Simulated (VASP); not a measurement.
**AlRu: single point with r2SCAN**

AlRu:

```
CELL_PARAMETERS angstrom
3.06639 0.00000 0.00000
0.00000 3.06639 0.00000
0.00000 0.00000 3.14118
ATOMIC_POSITIONS crystal
Al 0.00000 0.00000 0.00000
Ru 0.50000 0.50000 0.50000
```

This cell differs from its parent crystal: strain +0.025 along x and y, +0.050 along z.

- Program: VASP 6.6.1
- Task: single point
- Functional: r2SCAN
- Potentials or basis: VASP PAW PBE potentials, release 64 (Al, Ru_pv)
- Cutoff: 520 eV
- k mesh: 16 × 16 × 16
- Occupations: gaussian, width 0.15 eV
- Spin: no spin polarisation
- Dipole correction: no
- Further INCAR settings: ALGO = Normal; EDIFF = 1e-07; NBANDS = 16

| Item | Value |
| --- | --- |
| Pressure | -18.7 GPa |
| Band gap on the k mesh | zero (an odd number of electrons rules out a gap without spin polarisation) |

Stress tensor (GPa, compression positive):
```
-17.58   0.00   0.00
  0.00 -17.58   0.00
  0.00   0.00 -20.86
```

Levels at points of the mesh, in eV from the Fermi level:
```tsv
k point	band 7	band 8	band 9	band 10	band 11	band 12
(0.00, 0.00, 0.00)	0.08	0.08	0.22	5.53	6.27	6.27
(0.50, 0.00, 0.00)	-1.68	-1.41	0.32	2.27	7.75	10.27
(0.50, 0.50, 0.00)	-1.33	-1.21	-1.21	1.56	5.21	5.85
(0.00, 0.00, 0.50)	-1.41	-1.41	0.42	1.90	7.78	10.27
(0.50, 0.00, 0.50)	-1.38	-1.04	-0.98	1.42	4.92	5.70
(0.50, 0.50, 0.50)	1.48	1.63	2.56	4.00	4.13	4.13
```

It took 4.6 min on 1 thread of AMD EPYC 9R45 96-Core Processor (Zen 5), with other jobs on the host, peak memory 0.27 GiB.

Caveat: the cell differs from its parent crystal (strain +0.025 along x and y, +0.050 along z); the cell stands under tension; the PAW data sets were made with another functional, which shifts forces and pressure a little.
